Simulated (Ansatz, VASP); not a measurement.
## BaTe: VASP beside Ansatz

INCAR

```
PREC = Accurate
ENCUT = 520
EDIFF = 1E-6
ISMEAR = 0
SIGMA = 0.05
LREAL = F
LASPH = T
NELM = 100
ALGO = Normal
ISIF = 2
LWAVE = F
LCHARG = F
NBANDS = 15
```

The input KPOINTS:

```
Automatic mesh
0
Gamma
  6 6 6
```

File POSCAR:

```
BaTe
1.0
    4.3690276500      0.0000000000      0.0000000000
    0.0000000000      4.3690276500      0.0000000000
    0.0000000000      0.0000000000      4.4755893000
Ba Te
1 1
Direct
    0.0000000000      0.0000000000      0.0000000000
    0.5000000000      0.5000000000      0.5000000000
```

Input for Ansatz:

```yaml
crystal:
  lattice:
    - [4.36902765, 0.0, 0.0]
    - [0.0, 4.36902765, 0.0]
    - [0.0, 0.0, 4.4755893]
  atoms:
    - { symbol: Ba, position: [0.0, 0.0, 0.0] }
    - { symbol: Te, position: [0.5, 0.5, 0.5] }
basis:
  ecutwfc: 420
kpoints:
  mp_grid: { grid: [6, 6, 6] }
hamiltonian:
  xc: lda
scf:
  occupations: { method: gaussian, width: 0.05 }
output:
  forces: true
  stress: true
  eigenvalues: true
```

Change from the starting cell: strain +0.025 along x and y, +0.050 along z, atoms carried along.

Alike in both runs: task single point; functional LDA; k mesh 6 × 6 × 6; occupations gaussian, width 0.05 eV; no spin polarisation.

|  | VASP | Ansatz |
| --- | --- | --- |
| version | VASP 6.6.1 | Ansatz 0.2.0 |
| potentials or method | VASP PAW LDA potentials, release 64 (Ba_sv, Te), cutoff 520 eV | scalar-relativistic, plane waves, PAW |
| valence electrons in the cell | 16 | 26 |

Ansatz gave:

```
gap on the k mesh at the Fermi level (eV)                     : 0.87
least direct gap on the mesh (eV)                             : 0.89
pressure (GPa)                                                : -5.2
traceless stress, the component that is largest in VASP (GPa) : -1.02
```

Task: Estimate VASP's values.

Result: gap on the k mesh at the Fermi level (eV): 0.79; least direct gap on the mesh (eV): 0.82; pressure (GPa): -4.9; traceless stress, the component that is largest in VASP (GPa): -1.02.

LDA's correlation is that of Perdew and Zunger in VASP and of Perdew and Wang (1992) in Ansatz. VASP's potentials hold 16 valence electrons a cell and Ansatz's 26, so a difference there can come from the potentials and not from the codes.

Spin-orbit coupling is off throughout.
